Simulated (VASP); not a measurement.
# MgTeF6 (Pm-3m) in VASP: a series of runs

The runs below take MgTeF6 through single point, relaxation of cell and atoms, with PBE.

All numbers are computed with VASP 6.6.1; they aren't measurements. Logs are shortened: lines on timing, memory, paths and dates and some standing lists are left out, and cuts for length are marked.

## 1. The cell of the first run

It takes space group Pm-3m (No. 221, cubic). The conventional cell has a = 4.532 Å, b = 4.532 Å, c = 4.532 Å, α = 90.00°, β = 90.00°, γ = 90.00°. Mg (site symmetry m-3m) has 6 F at 2.27 Å within 3.0 Å. Within 3.0 Å of Te (site symmetry m-3m) lie 6 F at 2.27 Å. Within 3.0 Å of F (site symmetry 4/mmm) lie 2 Mg at 2.27 Å and 4 F at 2.27 Å. F (site symmetry 4/mmm) has 2 Te at 2.27 Å and 4 F at 2.27 Å within 3.0 Å.

The cell was generated, and may not be a known phase.

## 2. Single point, PBE

INCAR

```
SYSTEM = MgTeF6
ALGO     = Normal         ! electronic algorithm
EDIFF    = 1E-7           ! SCF threshold, eV
ENCUT    = 520            ! plane-wave cutoff, eV
GGA      = PE             ! functional
ISIF     = 2              ! what is computed and relaxed
ISMEAR   = 0              ! smearing method
LASPH    = .TRUE.         ! aspherical terms in the spheres
LCHARG   = .FALSE.        ! write CHGCAR
LREAL    = .FALSE.        ! projectors in reciprocal space
LWAVE    = .FALSE.        ! write WAVECAR
NBANDS   = 35             ! bands
NELM     = 100            ! most SCF steps
PREC     = Accurate       ! precision mode
SIGMA    = 0.02           ! smearing width, eV
```

KPOINTS

```
k-points
0
G
  8 8 8
  0 0 0
```

POSCAR

```
MgTeF6
1.0
    4.5317054300      0.0000000000      0.0000000000
    0.0000000000      4.5317054300      0.0000000000
    0.0000000000      0.0000000000      4.5317054300
Mg Te F
1 1 6
Direct
    0.0000000000      0.0000000000      0.0000000000
    0.5000000000      0.5000000000      0.5000000000
    0.5000000000      0.0000000000      0.0000000000
    0.0000000000      0.5000000000      0.0000000000
    0.0000000000      0.0000000000      0.5000000000
    0.0000000000      0.5000000000      0.5000000000
    0.5000000000      0.0000000000      0.5000000000
    0.5000000000      0.5000000000      0.0000000000
```

Potentials or basis: VASP PAW PBE potentials, release 64 (Mg, Te, F).

Launch:

```
> cat potpaw_PBE.64/Mg/POTCAR potpaw_PBE.64/Te/POTCAR potpaw_PBE.64/F/POTCAR > POTCAR
> mpirun -np 1 vasp_std > vasp.out
```

OUTCAR:

```text
SYSTEM = MgTeF6
   EDIFF = 1E-7
   ENCUT = 520
   GGA = PE
   ISIF = 2
   ISMEAR = 0
   LASPH = .TRUE.
   LREAL = .FALSE.
   NELM = 100
   PREC = Accurate

 ion  position               nearest neighbor table
   1  0.000  0.000  0.000-   3 2.27   4 2.27   5 2.27   5 2.27   4 2.27   3 2.27
   2  0.500  0.500  0.500-   6 2.27   7 2.27   8 2.27   8 2.27   7 2.27   6 2.27
   3  0.500  0.000  0.000-   1 2.27   1 2.27
   4  0.000  0.500  0.000-   1 2.27   1 2.27
   5  0.000  0.000  0.500-   1 2.27   1 2.27
   6  0.000  0.500  0.500-   2 2.27   2 2.27
   7  0.500  0.000  0.500-   2 2.27   2 2.27
   8  0.500  0.500  0.000-   2 2.27   2 2.27

  LATTYP: Found a simple cubic cell.
 ALAT       =     4.5317054300

  Lattice vectors:

 A1 = (   4.5317054300,   0.0000000000,   0.0000000000)
 A2 = (   0.0000000000,   4.5317054300,   0.0000000000)
 A3 = (   0.0000000000,   0.0000000000,   4.5317054300)

Analysis of symmetry for initial positions (statically):
=====================================================================
 Subroutine PRICEL returns:
 Original cell was already a primitive cell.

 Routine SETGRP: Setting up the symmetry group for a
 simple cubic supercell.

 Subroutine GETGRP returns: Found 48 space group operations
 (whereof 48 operations were pure point group operations)
 out of a pool of 48 trial point group operations.

The static configuration has the point symmetry O_h .

Analysis of symmetry for dynamics (positions and initial velocities):
=====================================================================
 Subroutine PRICEL returns:
 Original cell was already a primitive cell.

 Routine SETGRP: Setting up the symmetry group for a
 simple cubic supercell.

 Subroutine GETGRP returns: Found 48 space group operations
 (whereof 48 operations were pure point group operations)
 out of a pool of 48 trial point group operations.

The dynamic configuration has the point symmetry O_h .

 Subroutine INISYM returns: Found 48 space group operations
 (whereof 48 operations are pure point group operations),
 and found     1 'primitive' translations

----------------------------------------------------------------------------------------

                                     Primitive cell

  volume of cell :      93.0647

  direct lattice vectors                    reciprocal lattice vectors
     4.531705430  0.000000000  0.000000000     0.220667476  0.000000000  0.000000000
     0.000000000  4.531705430  0.000000000     0.000000000  0.220667476  0.000000000
     0.000000000  0.000000000  4.531705430     0.000000000  0.000000000  0.220667476

  length of vectors
     4.531705430  4.531705430  4.531705430     0.220667476  0.220667476  0.220667476

  position of ions in fractional coordinates (direct lattice)
     0.000000000  0.000000000  0.000000000
     0.500000000  0.500000000  0.500000000
     0.500000000  0.000000000  0.000000000
     0.000000000  0.500000000  0.000000000
     0.000000000  0.000000000  0.500000000
     0.000000000  0.500000000  0.500000000
     0.500000000  0.000000000  0.500000000
     0.500000000  0.500000000  0.000000000

  ion indices of the primitive-cell ions
   primitive index   ion index
                 1           1
                 2           2
                 3           3
                 4           4
                 5           5
                 6           6
                 7           7
                 8           8

----------------------------------------------------------------------------------------

 KPOINTS: k-points

Automatic generation of k-mesh.
 Grid dimensions read from file:
 generate k-points for:    8    8    8

 Generating k-lattice:

  Cartesian coordinates                     Fractional coordinates (reciprocal lattice)
     0.027583435  0.000000000  0.000000000     0.125000000  0.000000000  0.000000000
     0.000000000  0.027583435  0.000000000     0.000000000  0.125000000  0.000000000
     0.000000000  0.000000000  0.027583435     0.000000000  0.000000000  0.125000000

  Length of vectors
     0.027583435  0.027583435  0.027583435

  Shift w.r.t. Gamma in fractional coordinates (k-lattice)
     0.000000000  0.000000000  0.000000000

 Subroutine IBZKPT returns following result:
 ===========================================

 Found     35 irreducible k-points:

 Following reciprocal coordinates:
            Coordinates               Weight
  0.000000  0.000000  0.000000      1.000000
  0.125000  0.000000  0.000000      6.000000
  0.250000  0.000000  0.000000      6.000000
  0.375000  0.000000  0.000000      6.000000
  0.500000  0.000000  0.000000      3.000000
  0.125000  0.125000  0.000000     12.000000
[... 16 lines left out ...]
  0.375000  0.375000  0.125000     24.000000
  0.500000  0.375000  0.125000     24.000000
 [... further k-points ...]
   k-points           NKPTS =     35   k-points in BZ     NKDIM =     35   number of bands    NBANDS=     35
[... 60 lines left out ...]
  ext. energy  EPLUGINS =         0.00000000
  ---------------------------------------------------
  free energy    TOTEN  =       -28.75918770 eV

  energy without entropy =      -28.75918770  energy(sigma->0) =      -28.75918770

 E-fermi :   2.9972     XC(G=0): -10.3160

 val. band max:        2.8283914232   @ k =   0.0000   0.0000   0.0000
 cond. band min:       3.1485707962   @ k =   0.5000   0.5000   0.5000
 fundamental gap:      0.3201793730
 Fermi energy:         2.9972255990

 k-point     1 :       0.0000    0.0000    0.0000
  band No.  band energies     occupation
      1     -20.5160      2.00000
      2     -19.7072      2.00000
      3     -19.7072      2.00000
      4     -17.1952      2.00000
      5     -17.1952      2.00000
      6     -17.1671      2.00000
[... 27 lines left out ...]
     34      15.8375      0.00000
     35      15.8375      0.00000

 k-point     2 :       0.1250    0.0000    0.0000
  band No.  band energies     occupation
      1     -20.4860      2.00000
      2     -19.7318      2.00000
      3     -19.6965      2.00000
      4     -17.2137      2.00000
      5     -17.2002      2.00000
      6     -17.1753      2.00000
[... 27 lines left out ...]
     34      15.9131      0.00000
     35      15.9131      0.00000

 k-point     3 :       0.2500    0.0000    0.0000
  band No.  band energies     occupation
      1     -20.4013      2.00000
      2     -19.8035      2.00000
      3     -19.6708      2.00000
      4     -17.2596      2.00000
      5     -17.2283      2.00000
      6     -17.1793      2.00000
[... 27 lines left out ...]
     34      16.1837      0.00000
     35      16.1837      0.00000

 k-point     4 :       0.3750    0.0000    0.0000
  band No.  band energies     occupation
      1     -20.2835      2.00000
      2     -19.9092      2.00000
      3     -19.6439      2.00000
      4     -17.3060      2.00000
      5     -17.2616      2.00000
      6     -17.1773      2.00000
[... 27 lines left out ...]
     34      15.5304      0.00000
     35      16.7141      0.00000

 k-point     5 :       0.5000    0.0000    0.0000
  band No.  band energies     occupation
      1     -20.2044      2.00000
      2     -19.9836      2.00000
      3     -19.6323      2.00000
      4     -17.3252      2.00000
      5     -17.2759      2.00000
      6     -17.1763      2.00000
[... 638 lines left out ...]
 k-point    22 :       0.5000    0.2500    0.1250
  band No.  band energies     occupation
      1     -20.0857      2.00000
      2     -19.9351      2.00000
      3     -19.7049      2.00000
      4     -17.3727      2.00000
      5     -17.3092      2.00000
      6     -17.2506      2.00000
[... 27 lines left out ...]
     34      14.2892      0.00000
     35      16.6675      0.00000

 k-point    23 :       0.3750    0.3750    0.1250
  band No.  band energies     occupation
      1     -20.0637      2.00000
      2     -19.8673      2.00000
      3     -19.7629      2.00000
      4     -17.3985      2.00000
      5     -17.2945      2.00000
      6     -17.2903      2.00000
[... 27 lines left out ...]
     34      14.2629      0.00000
     35      15.9206      0.00000

 k-point    24 :       0.5000    0.3750    0.1250
  band No.  band energies     occupation
      1     -19.9878      2.00000
      2     -19.9075      2.00000
      3     -19.7771      2.00000
      4     -17.4181      2.00000
      5     -17.3091      2.00000
      6     -17.2913      2.00000
[... 27 lines left out ...]
     34      14.2063      0.00000
     35      16.1211      0.00000

 [... further k-points ...]

------------------------ aborting loop because EDIFF is reached ----------------------------------------

  FORCE on cell =-STRESS in cart. coord.  units (eV):
  Direction    XX          YY          ZZ          XY          YZ          ZX
  --------------------------------------------------------------------------------------
  -------------------------------------------------------------------------------------
  Total       -0.4747075     -0.4747075     -0.4747075      0.0000000      0.0000000     -0.0000000
  in kB       -8.1724387     -8.1724387     -8.1724387      0.0000000      0.0000000     -0.0000000
  external PRESSURE =      -8.1724387 kB  Pullay stress =       0.0000000 kB

 VOLUME and BASIS-vectors are now :
 -----------------------------------------------------------------------------
  energy-cutoff  :      520.00
  volume of cell :       93.06
      direct lattice vectors                 reciprocal lattice vectors
     4.531705430  0.000000000  0.000000000     0.220667476  0.000000000  0.000000000
     0.000000000  4.531705430  0.000000000     0.000000000  0.220667476  0.000000000
     0.000000000  0.000000000  4.531705430     0.000000000  0.000000000  0.220667476

 POSITION                                       TOTAL-FORCE (eV/Angst)
 -----------------------------------------------------------------------------------
      0.00000      0.00000      0.00000         0.000000      0.000000      0.000000
      2.26585      2.26585      2.26585         0.000000      0.000000      0.000000
      2.26585      0.00000      0.00000         0.000000      0.000000      0.000000
      0.00000      2.26585      0.00000         0.000000      0.000000      0.000000
      0.00000      0.00000      2.26585         0.000000      0.000000      0.000000
      0.00000      2.26585      2.26585         0.000000      0.000000      0.000000
      2.26585      0.00000      2.26585         0.000000      0.000000      0.000000
      2.26585      2.26585      0.00000         0.000000      0.000000      0.000000
 -----------------------------------------------------------------------------------
    total drift:                                0.000000      0.000000     -0.000000

  FREE ENERGIE OF THE ION-ELECTRON SYSTEM (eV)
  ---------------------------------------------------
  free  energy   TOTEN  =       -28.7591877043 eV

  energy  without entropy=      -28.7591877043  energy(sigma->0) =      -28.75918770
```

Wall time 2.3 min (1 thread of AMD EPYC 9755, shared host); peak memory 0.23 GiB.

Results:

```yaml
Free_energy: -28.7592 eV
Pressure: -0.8 GPa
Band_gap_on_the_k_mesh: 0.32 eV (least direct gap 0.56 eV)
```

Levels at points of the mesh, in eV from the valence-band top:
```csv
k point,band 21,band 22,band 23,band 24,band 25,band 26,band 27,band 28,band 29,band 30
"(0.00, 0.00, 0.00)",-0.09,-0.09,0.00,0.00,0.00,3.74,3.74,3.74,5.06,9.03
"(0.50, 0.00, 0.00)",-1.35,-0.05,-0.05,-0.05,-0.05,0.63,3.36,3.36,6.81,9.72
"(0.50, 0.50, 0.00)",-1.72,-1.72,-1.12,-0.05,-0.05,0.51,0.51,3.01,7.68,10.42
"(0.50, 0.50, 0.50)",-1.93,-1.35,-1.20,-1.20,-1.20,0.32,0.32,0.32,8.88,9.10
```

Caveat: semilocal functionals underestimate gaps, and a narrow one can read as zero; spin-orbit coupling is left out, which moves the levels of the heavy elements. A k mesh can miss the band edges.

## 3. Relaxation of cell and atoms, PBE

This run uses another cell than the first one, of 16.01 Å³/atom.

INCAR

```
SYSTEM = MgTeF6
  ALGO = Normal
  EDIFF = 1E-7
  EDIFFG = -0.04
  ENCUT = 600
  GGA = PE
  IBRION = 2
  ISIF = 3
  ISMEAR = 0
  LASPH = .True.
  LCHARG = .False.
  LREAL = .False.
  LWAVE = .False.
  NELM = 60
  NSW = 90
  PREC = Accurate
  SIGMA = 0.1
```

KPOINTS

```
k-points
0
Gamma
  4 4 4
  0 0 0
```

POSCAR: that of step 2 with these lines changed.

```diff
@@ -2,5 +2,5 @@
 1.0
-    4.5317054300      0.0000000000      0.0000000000
-    0.0000000000      4.5317054300      0.0000000000
-    0.0000000000      0.0000000000      4.5317054300
+    5.0406213400      0.0000000000      0.0000000000
+    0.0000000000      5.0406213400      0.0000000000
+    0.0000000000      0.0000000000      5.0406213400
 Mg Te F
```

Potentials or basis: VASP PAW PBE potentials, release 64 (Mg, Te, F).

Launch:

```
> cat potpaw_PBE.64/Mg/POTCAR potpaw_PBE.64/Te/POTCAR potpaw_PBE.64/F/POTCAR > POTCAR
> mpirun -np 1 vasp_std > vasp.out
```

It took 3.4 min on 1 thread of AMD EPYC 9755, shared host; peak memory 0.24 GiB.

It converged, with:

| Property | Result |
| --- | --- |
| Free energy | -28.8619 eV |
| Relaxed volume | 11.54 Å³/atom |
| Relaxed cell | a = 4.520 Å, b = 4.520 Å, c = 4.520 Å, α = 90.00°, β = 90.00°, γ = 90.00° |
| Space group after relaxing (to 0.1 Å) | Pm-3m (No. 221) |
| Energy gained by relaxing | 299.5 meV/atom |
| Ionic steps | 4 |
| Pressure after relaxing | 0.1 GPa |
| Band gap on the k mesh | 0.36 eV (least direct gap 0.61 eV) |

Step by step:
```tsv
step	energy change (eV)	largest force (eV/Å)	pressure (GPa)	volume (Å³)
1	0.0000	0.0000	-15.35	128.07
2	-2.1366	0.0000	-8.17	101.69
3	-2.3939	0.0000	-0.81	93.16
4	-2.3956	0.0000	0.14	92.34
```

Final structure:
```cif
data_structure
_symmetry_space_group_name_H-M 'P 1'
_symmetry_Int_Tables_number 1
_cell_length_a 4.5199
_cell_length_b 4.5199
_cell_length_c 4.5199
_cell_angle_alpha 90.000
_cell_angle_beta 90.000
_cell_angle_gamma 90.000
_cell_volume 92.34
loop_
_atom_site_label
_atom_site_type_symbol
_atom_site_fract_x
_atom_site_fract_y
_atom_site_fract_z
_atom_site_occupancy
Mg1 Mg 0.00000 0.00000 0.00000 1
Te1 Te 0.50000 0.50000 0.50000 1
F1 F 0.50000 0.00000 0.00000 1
F2 F 0.00000 0.50000 0.00000 1
F3 F 0.00000 0.00000 0.50000 1
F4 F 0.00000 0.50000 0.50000 1
F5 F 0.50000 0.00000 0.50000 1
F6 F 0.50000 0.50000 0.00000 1
```

Levels at points of the mesh, in eV from the valence-band top:
| k point | band 22 | band 23 | band 24 | band 25 | band 26 | band 27 | band 28 | band 29 |
| --- | --- | --- | --- | --- | --- | --- | --- | --- |
| (0.00, 0.00, 0.00) | -0.09 | 0.00 | 0.00 | 0.00 | 3.82 | 3.82 | 3.82 | 5.10 |
| (0.50, 0.00, 0.00) | -0.05 | -0.05 | -0.05 | -0.05 | 0.68 | 3.43 | 3.43 | 6.86 |
| (0.50, 0.50, 0.00) | -1.74 | -1.15 | -0.05 | -0.05 | 0.56 | 0.56 | 3.08 | 7.73 |
| (0.50, 0.50, 0.50) | -1.28 | -1.23 | -1.23 | -1.23 | 0.36 | 0.36 | 0.36 | 8.94 |

Caveat: the volume moved by over 15 % at a fixed basis, so the end points are rough; semilocal functionals underestimate gaps, and a narrow one can read as zero; spin-orbit coupling is left out, which moves the levels of the heavy elements.

## 4. Relaxation of cell and atoms, PBE

This run uses another cell than the first one, of 11.66 Å³/atom.

INCAR

```
PREC = Accurate ; ENCUT = 600
EDIFF = 1E-6 ; ISMEAR = 0
SIGMA = 0.02 ; LREAL = False
LASPH = True ; NELM = 80
ALGO = Normal ; ISIF = 3
LWAVE = False ; LCHARG = False
GGA = PE ; IBRION = 2
NSW = 100 ; EDIFFG = -0.01
```

KPOINTS

```
Automatic mesh
0
Gamma
  8 8 8
```

POSCAR: that of step 3 with these lines changed.

```diff
@@ -2,5 +2,5 @@
 1.0
-    5.0406213400      0.0000000000      0.0000000000
-    0.0000000000      5.0406213400      0.0000000000
-    0.0000000000      0.0000000000      5.0406213400
+    4.5350820879      0.0000000000      0.0000000000
+    0.0000000000      4.5350820879      0.0000000000
+    0.0000000000      0.0000000000      4.5350820879
 Mg Te F
```

Launch:

```
> cat potpaw_PBE.64/Mg/POTCAR potpaw_PBE.64/Te/POTCAR potpaw_PBE.64/F/POTCAR > POTCAR
> mpirun -np 1 vasp_std > vasp.out
```

Run time: 3.4 min. Hardware: 1 thread of AMD EPYC 9755, shared host; peak memory 0.25 GiB.

Results (log left out):

```yaml
Free_energy: -28.7730 eV
Relaxed_volume: 11.51 Å³/atom
Relaxed_cell: a = 4.516 Å, b = 4.516 Å, c = 4.516 Å, α = 90.00°, β = 90.00°, γ = 90.00°
Space_group_after_relaxing_to_0.1_Å: Pm-3m (No. 221)
Energy_gained_by_relaxing: 0.5 meV/atom
Ionic_steps: 2
Pressure_after_relaxing: 0.0 GPa
Band_gap_on_the_k_mesh: 0.35 eV (least direct gap 0.60 eV)
```

Step by step:
```
step  energy change (eV)  largest force (eV/Å)  pressure (GPa)  volume (Å³)
   1              0.0000                0.0000           -1.20        93.27
   2             -0.0038                0.0000            0.03        92.10
```

Final structure:
```cif
data_structure
_symmetry_space_group_name_H-M 'P 1'
_symmetry_Int_Tables_number 1
_cell_length_a 4.5160
_cell_length_b 4.5160
_cell_length_c 4.5160
_cell_angle_alpha 90.000
_cell_angle_beta 90.000
_cell_angle_gamma 90.000
_cell_volume 92.10
loop_
_atom_site_label
_atom_site_type_symbol
_atom_site_fract_x
_atom_site_fract_y
_atom_site_fract_z
_atom_site_occupancy
Mg1 Mg 0.00000 0.00000 0.00000 1
Te1 Te 0.50000 0.50000 0.50000 1
F1 F 0.50000 0.00000 0.00000 1
F2 F 0.00000 0.50000 0.00000 1
F3 F 0.00000 0.00000 0.50000 1
F4 F 0.00000 0.50000 0.50000 1
F5 F 0.50000 0.00000 0.50000 1
F6 F 0.50000 0.50000 0.00000 1
```

Levels at points of the mesh, in eV from the valence-band top:
```tsv
k point	band 21	band 22	band 23	band 24	band 25	band 26	band 27	band 28	band 29	band 30
(0.00, 0.00, 0.00)	-0.09	-0.09	0.00	0.00	0.00	3.80	3.80	3.80	5.11	9.03
(0.50, 0.00, 0.00)	-1.38	-0.05	-0.05	-0.05	-0.05	0.67	3.42	3.42	6.88	9.73
(0.50, 0.50, 0.00)	-1.74	-1.74	-1.15	-0.05	-0.05	0.54	0.54	3.06	7.75	10.48
(0.50, 0.50, 0.50)	-1.96	-1.31	-1.22	-1.22	-1.22	0.35	0.35	0.35	8.96	9.14
```

Caveat: semilocal functionals underestimate gaps, and a narrow one can read as zero; spin-orbit coupling is left out, which moves the levels of the heavy elements. A k mesh can miss the band edges.

## 5. The runs side by side

| task | cell | k mesh | cutoff (eV) | smearing | gap on the mesh (eV) | pressure (GPa) | relaxed volume (Å³/atom) |
| --- | --- | --- | --- | --- | --- | --- | --- |
| single point | a = 4.532 Å, 8 atoms | 8 × 8 × 8 | 520 | gaussian 0.02 eV | 0.32 | -0.8 | - |
| relaxation of cell and atoms | relaxed from a = 5.041 Å, 8 atoms | 4 × 4 × 4 | 600 | gaussian 0.1 eV | 0.36 | 0.1 | 11.54 |
| relaxation of cell and atoms | relaxed from a = 4.535 Å, 8 atoms | 8 × 8 × 8 | 600 | gaussian 0.02 eV | 0.35 | 0.0 | 11.51 |

Alike in all rows: level PBE; potentials or basis VASP PAW PBE potentials, release 64 (Mg, Te, F); no spin polarisation.

Caveats: semilocal functionals underestimate gaps, and a narrow one can read as zero; spin-orbit coupling is left out, which moves the levels of the heavy elements; the volume moved by over 15 % at a fixed basis, so the end points are rough (at least some runs).

Absolute energies hang on the potentials; compare differences alone.
